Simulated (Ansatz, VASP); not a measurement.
**Two plane-wave programs on Al2Ga3P5**

```xyz
10
Lattice="-0.0004 -3.9132 0.0003 3.9129 0.0004 0.0000 -1.9570 1.9576 13.6532" Properties=species:S:1:pos:R:3 pbc="T T T"
Al    1.9559   -1.9560    5.4612
Al   -0.0006    0.0009    8.1922
Ga    1.9557   -1.9555   10.9237
Ga    1.9562   -1.9565    0.0001
Ga   -0.0001    0.0003    2.7298
P    -0.0003   -1.9564    1.3646
P     1.9563    0.0006    4.1029
P    -0.0006   -1.9558    6.8269
P     1.9558    0.0011    9.5505
P    -0.0008   -1.9556   12.2891
```

Change from the starting cell: cell x1, atoms moved at random (sigma 0.05 Å) and cell strained at random (1.5 %), then relaxed without symmetry.

Alike in both runs: functional PBE; k mesh 4 × 4 × 4; occupations gaussian, width 0.1 eV; no spin polarisation.

Ansatz relaxed the structure, and its values are those at the end. VASP's run is a single point on that final structure, the one shown.

|  | VASP | Ansatz |
| --- | --- | --- |
| version | VASP 6.6.1 | Ansatz 0.2.0 |
| potentials or method | VASP PAW PBE potentials, release 64 (Al, Ga_d, P), cutoff 520 eV | scalar-relativistic, plane waves, PAW |
| valence electrons in the cell | 70 | 70 |

```tsv
	VASP	Ansatz	Ansatz less VASP
gap on the k mesh at the Fermi level (eV)	1.49	1.49	+0.002
least direct gap on the mesh (eV)	1.49	1.49	+0.002
pressure (GPa)	0.0	0.0	+0.05
```
